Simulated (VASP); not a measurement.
# BH3W12C12 in VASP: single point with LDA

Aim: the single point of BH3W12C12 with LDA.

Everything below comes from runs of VASP 6.6.1. Logs are shortened: lines on timing, memory, paths and dates and some standing lists are left out, and cuts for length are marked.

**1. The cell of the first run**

The cell holds a slab with vacuum, 28 atoms: a = 5.796 Å, b = 5.796 Å, c = 19.072 Å, α = 90.00°, β = 90.00°, γ = 120.00°.

**2. Single point, LDA**

INCAR reads:

```
PREC = Accurate
ENCUT = 520
EDIFF = 1E-6
ISMEAR = -1
SIGMA = 0.05
LREAL = Auto
LASPH = True
NELM = 60
ALGO = Normal
ISIF = 2
LWAVE = False
LCHARG = False
GGA = CA
NBANDS = 131
```

KPOINTS reads:

```
Automatic mesh
0
Gamma
  3 3 1
```

POSCAR reads:

```
BH3W12C12
1.0
    5.7958000000      0.0000000000      0.0000000000
   -2.8979000000      5.0193100000      0.0000000000
    0.0000000000      0.0000000000     19.0722500000
W C B H
12 12 1 3
Direct
    0.0000000000      0.0000000000      0.0524321986
    0.0004889118      0.0009778236      0.1994218301
   -0.0054984278     -0.0110041022      0.3468665207
    0.0000000000      0.5000000000      0.0524321986
    0.0004875992      0.4995106897      0.1994212534
   -0.0055050170      0.5054991622      0.3468656818
    0.5000000000      0.0000000000      0.0524321986
    0.5000010157      0.0000009962      0.2001647420
    0.4999945374     -0.0000029885      0.3487043217
    0.5000000000      0.5000000000      0.0524321986
    0.4990232239      0.4995126820      0.1994212010
    0.5110011556      0.5055055376      0.3468670451
    0.3333333665      0.1666667331      0.1265949219
    0.3350623830      0.1649423925      0.2721799997
    0.3265143352      0.1734955601      0.4177733094
    0.3333333665      0.6666667331      0.1265949219
    0.3350587905      0.6701199966      0.2721797376
    0.3264943225      0.6530162512      0.4177734143
    0.8333333665      0.1666667331      0.1265949219
    0.8298781898      0.1649384079      0.2721806814
    0.8469788857      0.1734863955      0.4177718937
    0.8333333665      0.6666667331      0.1265949219
    0.8333320592      0.6666665338      0.2702781790
    0.8333356362      0.6666671315      0.4080456160
    0.1666627185      0.3333340638      0.4224162854
   -0.2272076361      0.1363687439      0.4719646083
    0.3636221615      0.1364378769      0.4719682785
    0.3635522871      0.7272105130      0.4719654996
```

Potentials or basis: VASP PAW LDA potentials, release 64 (W_sv, C, B, H).

Command:

```sh
> cat potpaw_LDA.64/W_sv/POTCAR potpaw_LDA.64/C/POTCAR potpaw_LDA.64/B/POTCAR potpaw_LDA.64/H/POTCAR > POTCAR
> mpirun -np 1 vasp_std > vasp.out
```

OUTCAR:

```text
PREC = Accurate
   ENCUT = 520
   EDIFF = 1E-6
   ISMEAR = -1
   LREAL = Auto
   LASPH = True
   NELM = 60
   ISIF = 2
   GGA = CA

 ion  position               nearest neighbor table
   1  0.000  0.000  0.052-  22 2.19  13 2.19  19 2.19   2 2.80  10 2.90   4 2.90   4 2.90  10 2.90
                             7 2.90   7 2.90
   2  0.000  0.001  0.199-  23 2.15  13 2.17  19 2.17  22 2.18  14 2.18  20 2.18   1 2.80   3 2.81
                             5 2.89  11 2.89   8 2.90   8 2.90  11 2.91   5 2.91
   3  0.995  0.989  0.347-  24 1.99  21 2.15  15 2.15  23 2.18  14 2.23  20 2.23  25 2.25   6 2.80
                            12 2.80   2 2.81   9 2.90   9 2.90  12 2.99   6 2.99
   4  0.000  0.500  0.052-  19 2.19  16 2.19  22 2.19   5 2.80   7 2.90   1 2.90   1 2.90   7 2.90
                            10 2.90  10 2.90
   5  0.000  0.500  0.199-  23 2.15  19 2.17  16 2.17  22 2.18  17 2.18  20 2.18   4 2.80   6 2.81
                             2 2.89  11 2.89   8 2.90   8 2.90  11 2.91   2 2.91
   6  0.994  0.505  0.347-  24 1.99  18 2.15  21 2.15  23 2.18  20 2.23  17 2.23  25 2.25   3 2.80
                            12 2.80   5 2.81   9 2.90   9 2.90  12 2.99   3 2.99
   7  0.500  0.000  0.052-  16 2.19  19 2.19  13 2.19   8 2.82  10 2.90   4 2.90  10 2.90   4 2.90
                             1 2.90   1 2.90
   8  0.500  0.000  0.200-  20 2.15  14 2.15  17 2.15  19 2.18  13 2.18  16 2.18   7 2.82   9 2.83
                             5 2.90  11 2.90   2 2.90   2 2.90  11 2.90   5 2.90
   9  0.500  1.000  0.349-  15 2.18  21 2.18  18 2.18  14 2.21  17 2.21  20 2.21   8 2.83   3 2.90
                            12 2.90   6 2.90   6 2.90  12 2.90   3 2.90
  10  0.500  0.500  0.052-  13 2.19  22 2.19  16 2.19  11 2.80   1 2.90   7 2.90   7 2.90   1 2.90
                             4 2.90   4 2.90
  11  0.499  0.500  0.199-  23 2.15  16 2.17  13 2.17  22 2.18  14 2.18  17 2.18  10 2.80  12 2.81
                             2 2.89   5 2.89   8 2.90   8 2.90   5 2.91   2 2.91
  12  0.511  0.506  0.347-  24 1.99  15 2.15  18 2.15  23 2.18  17 2.23  14 2.23  25 2.25   3 2.80
                             6 2.80  11 2.81   9 2.90   9 2.90   6 2.99   3 2.99
  13  0.333  0.167  0.127-  11 2.17   2 2.17   8 2.18  10 2.19   1 2.19   7 2.19
  14  0.335  0.165  0.272-   8 2.15  11 2.18   2 2.18   9 2.21   3 2.23  12 2.23
  15  0.327  0.173  0.418-  27 1.10  25 1.61  12 2.15   3 2.15   9 2.18
  16  0.333  0.667  0.127-  11 2.17   5 2.17   8 2.18   7 2.19   4 2.19  10 2.19
  17  0.335  0.670  0.272-   8 2.15   5 2.18  11 2.18   9 2.21  12 2.23   6 2.23
  18  0.326  0.653  0.418-  28 1.10  25 1.61   6 2.15  12 2.15   9 2.18
  19  0.833  0.167  0.127-   5 2.17   2 2.17   8 2.18   4 2.19   7 2.19   1 2.19
  20  0.830  0.165  0.272-   8 2.15   2 2.18   5 2.18   9 2.21   6 2.23   3 2.23
  21  0.847  0.173  0.418-  26 1.10  25 1.61   3 2.15   6 2.15   9 2.18
  22  0.833  0.667  0.127-  11 2.18   5 2.18   2 2.18   1 2.19  10 2.19   4 2.19
  23  0.833  0.667  0.270-  11 2.15   2 2.15   5 2.15   6 2.18   3 2.18  12 2.18
  24  0.833  0.667  0.408-   3 1.99   6 1.99  12 1.99
  25  0.167  0.333  0.422-  18 1.61  21 1.61  15 1.61   6 2.25  12 2.25   3 2.25
  26  0.773  0.136  0.472-  21 1.10
  27  0.364  0.136  0.472-  15 1.10
  28  0.364  0.727  0.472-  18 1.10

  LATTYP: Found a hexagonal cell.
 ALAT       =     5.7958000000
 C/A-ratio  =     3.2907018876

  Lattice vectors:

 A1 = (   5.7958000000,   0.0000000000,   0.0000000000)
 A2 = (  -2.8979000000,   5.0193100000,   0.0000000000)
 A3 = (   0.0000000000,   0.0000000000,  19.0722500000)

Analysis of symmetry for initial positions (statically):
=====================================================================
 Subroutine PRICEL returns:
 Original cell was already a primitive cell.

 Routine SETGRP: Setting up the symmetry group for a
 hexagonal supercell.

 Subroutine GETGRP returns: Found  1 space group operations
 (whereof  1 operations were pure point group operations)
 out of a pool of 24 trial point group operations.

The static configuration has the point symmetry C_1 .

Analysis of symmetry for dynamics (positions and initial velocities):
=====================================================================
 Subroutine PRICEL returns:
 Original cell was already a primitive cell.

 Routine SETGRP: Setting up the symmetry group for a
 hexagonal supercell.

 Subroutine GETGRP returns: Found  1 space group operations
 (whereof  1 operations were pure point group operations)
 out of a pool of 24 trial point group operations.

The dynamic configuration has the point symmetry C_1 .

 Subroutine INISYM returns: Found  1 space group operations
 (whereof  1 operations are pure point group operations),
 and found     1 'primitive' translations

[... 81 lines left out ...]
 generate k-points for:    3    3    1

 Generating k-lattice:

  Cartesian coordinates                     Fractional coordinates (reciprocal lattice)
     0.057512912  0.033205095  0.000000000     0.333333333  0.000000000  0.000000000
     0.000000000  0.066410191  0.000000000     0.000000000  0.333333333  0.000000000
     0.000000000  0.000000000  0.052432199     0.000000000  0.000000000  1.000000000

  Length of vectors
     0.066410190  0.066410191  0.052432199

  Shift w.r.t. Gamma in fractional coordinates (k-lattice)
     0.000000000  0.000000000  0.000000000

 Subroutine IBZKPT returns following result:
 ===========================================

 Found      5 irreducible k-points:

 Following reciprocal coordinates:
            Coordinates               Weight
  0.000000  0.000000  0.000000      1.000000
  0.333333 -0.000000  0.000000      2.000000
  0.000000  0.333333  0.000000      2.000000
 -0.333333  0.333333  0.000000      2.000000
  0.333333  0.333333  0.000000      2.000000
   k-points           NKPTS =      5   k-points in BZ     NKDIM =      5   number of bands    NBANDS=    131
   number of dos      NEDOS =    301   number of ions     NIONS =     28
   total plane-waves  NPLWV = 331776
   dimension x,y,z NGX =    48 NGY =   48 NGZ =  144
   dimension x,y,z NGXF=    96 NGYF=   96 NGZF=  288
   ions per type =              12  12   1   3
   NGX,Y,Z   is equivalent  to a cutoff of  13.77, 13.77, 12.55 a.u.
   NGXF,Y,Z  is equivalent  to a cutoff of  27.54, 27.54, 25.10 a.u.
 SYSTEM =  unknown system
   PREC   = accura    normal or accurate (medium, high low for compatibility)
   ISTART =      0    job   : 0-new  1-cont  2-samecut
   ICHARG =      2    charge: 1-file 2-atom 10-const
   ISPIN  =      1    spin polarized calculation?
   LNONCOLLINEAR =      F non collinear calculations
   LSORBIT =      F    spin-orbit coupling
   LASPH  =      T    aspherical Exc in radial PAW
   ENCUT  =  520.0 eV  38.22 Ry    6.18 a.u.  10.78 10.78 35.46*2*pi/ulx,y,z
   NELM   =     60;   NELMIN=  2; NELMDL= -5     # of ELM steps
   EDIFF  = 0.1E-05   stopping-criterion for ELM
   LREAL  =      T    real-space projection
   EDIFFG = 0.1E-04   stopping-criterion for IOM
   NSW    =      0    number of steps for IOM
   IBRION =     -1    ionic relax: 0-MD 1-quasi-New 2-CG
   NFREE  =      0    steps in history (QN), initial steepest desc. (CG)
   ISIF   =      2    stress and relaxation
   ISYM   =      2    0-nonsym 1-usesym 2-fastsym
   POTIM  = 0.5000    time-step for ionic-motion
   TEBEG  =    0.0;   TEEND  =   0.0 temperature during run
   PSTRESS=    0.0 pullay stress
   NELECT =     222.0000    total number of electrons
   NUPDOWN=      -1.0000    fix difference up-down
   EMIN   =  10.00;   EMAX   =-10.00  energy-range for DOS
   EFERMI =   0.00;   METHOD = LEGACY
   ISMEAR =    -1;   SIGMA  =   0.05  broadening in eV -4-tet -1-fermi 0-gaus
   EFERMI_NEDOS =   21; number of points for ismear=-14 and -15
   IALGO  =     38    algorithm
   IMIX   =      4    mixing-type and parameters
     AMIX     =   0.40;   BMIX     =  1.00
     AMIX_MAG =   1.60;   BMIX_MAG =  1.00
  volume/ion in A,a.u.               =      19.82       133.72
  Fermi-wavevector in a.u.,A,eV,Ry     =   1.206348  2.279668 19.800234  1.455276
  Thomas-Fermi vector in A             =   2.342018
   LORBIT       =      0    0 simple, 1 ext, 2 COOP (PROOUT), +10 PAW based schemes
   GGA     = CA    functional components
   LHFCALC =     F    Hartree Fock is set to
   AEXX    =    0.0000 exact exchange contribution
   IVDW    =     0    specifies the selected vdW correction
   LEPSILON=     F    determine dielectric tensor
   LRPA    =     F    only Hartree local field effects (RPA)
 non-spin polarized calculation
  energy-cutoff  :      520.00
  volume of cell :      554.83
 maximum number of plane-waves:     14967
 NGX is ok and might be reduce to    48
   NGX = 21   NGY = 21   NGZ = 71

 number of electron     221.9999996 magnetization

 Free energy of the ion-electron system (eV)
  ---------------------------------------------------
  ext. energy  EPLUGINS =         0.00000000
  ---------------------------------------------------
  free energy    TOTEN  =      -300.98398531 eV

  energy without entropy =     -300.92019227  energy(sigma->0) =     -300.95208879

 E-fermi :   2.7496     XC(G=0):  -7.6073

 val. band max:        2.7327931758   @ k =   0.3333   0.3333   0.0000
 cond. band min:       2.8020892900   @ k =   0.0000   0.0000   0.0000
 fundamental gap:      0.0692961142
 Fermi energy:         2.7495937008

 k-point     1 :       0.0000    0.0000    0.0000
  band No.  band energies     occupation
      1     -71.1043      2.00000
      2     -71.0717      2.00000
      3     -71.0462      2.00000
      4     -71.0461      2.00000
      5     -71.0351      2.00000
      6     -71.0191      2.00000
[... 619 lines left out ...]
    122       4.5432      0.00000
    123       4.7145      0.00000
 [bands above 123 left out]

------------------------ aborting loop because EDIFF is reached ----------------------------------------

  FORCE on cell =-STRESS in cart. coord.  units (eV):
  Direction    XX          YY          ZZ          XY          YZ          ZX
  --------------------------------------------------------------------------------------
  -------------------------------------------------------------------------------------
  Total       -9.5845745     -9.5844367     -3.2244273      0.0001398     -0.0003947      0.0010519
  in kB      -27.6773230    -27.6769249     -9.3111609      0.0004036     -0.0011398      0.0030377
  external PRESSURE =     -21.5551363 kB  Pullay stress =       0.0000000 kB

 VOLUME and BASIS-vectors are now :
 -----------------------------------------------------------------------------
  energy-cutoff  :      520.00
  volume of cell :      554.83
      direct lattice vectors                 reciprocal lattice vectors
     5.795800000  0.000000000  0.000000000     0.172538735  0.099615286  0.000000000
    -2.897900000  5.019310000  0.000000000     0.000000000  0.199230572  0.000000000
     0.000000000  0.000000000 19.072250000     0.000000000  0.000000000  0.052432199

 POSITION                                       TOTAL-FORCE (eV/Angst)
 -----------------------------------------------------------------------------------
      0.00000      0.00000      1.00000         0.000027      0.036531      1.031787
     -0.00000      0.00491      3.80342        -0.000007      0.003650     -0.004752
      2.89792      4.96408      6.61552        -0.000347      0.042529     -0.012470
     -1.44895      2.50965      1.00000         0.031629     -0.018256      1.031711
     -1.44471      2.50720      3.80341         0.003218     -0.001770     -0.004439
      4.29901      2.53726      6.61551         0.036302     -0.021394     -0.012506
[... 20 lines left out ...]
      1.71210      0.68482      9.00150         0.019532     -0.011433      0.042581
     -0.00031      3.65010      9.00144         0.000243      0.022419      0.042680
 -----------------------------------------------------------------------------------
    total drift:                               -0.000158     -0.000012      0.061741

  FREE ENERGIE OF THE ION-ELECTRON SYSTEM (eV)
  ---------------------------------------------------
  free  energy   TOTEN  =      -300.9839853052 eV

  energy  without entropy=     -300.9201922742  energy(sigma->0) =     -300.95208879
```

Wall time 21 min (1 thread of Oxide Virtual Turin-like, shared host); peak memory 0.61 GiB.

What came out:

```
Free energy            : -300.9840 eV
Largest force          : 1.184 eV/Å
Band gap on the k mesh : zero (bands 111 and 112 overlap by 0.44 eV)
```

Forces on the atoms (eV/Å):
```
W    0.000  0.037  1.032
W    0.000  0.004 -0.005
W    0.000  0.043 -0.012
W    0.032 -0.018  1.032
W    0.003 -0.002 -0.004
W    0.036 -0.021 -0.013
W    0.000  0.000  1.082
W    0.000  0.000 -0.009
W    0.000  0.000  0.032
W   -0.032 -0.018  1.032
W   -0.003 -0.002 -0.004
W   -0.036 -0.021 -0.013
C   -0.009  0.005 -1.184
C    0.005 -0.003  0.014
C   -0.004  0.002  0.063
C    0.000 -0.010 -1.184
C    0.000  0.006  0.014
C    0.000 -0.004  0.063
C    0.009  0.005 -1.184
C   -0.005 -0.003  0.014
C    0.004  0.002  0.063
C    0.000  0.000 -1.148
C    0.000  0.000  0.005
C    0.000  0.000  0.160
B    0.000  0.000  0.025
H   -0.020 -0.011  0.043
H    0.020 -0.011  0.043
H    0.000  0.022  0.043
```

Caveat: the k points lie up to 0.42 Å⁻¹ apart; there is no dipole correction, which matters where the two faces differ; spin-orbit coupling is left out, which moves the levels of the heavy elements.

The gap in the log of VASP goes by the Fermi energy; the results here count the filled bands.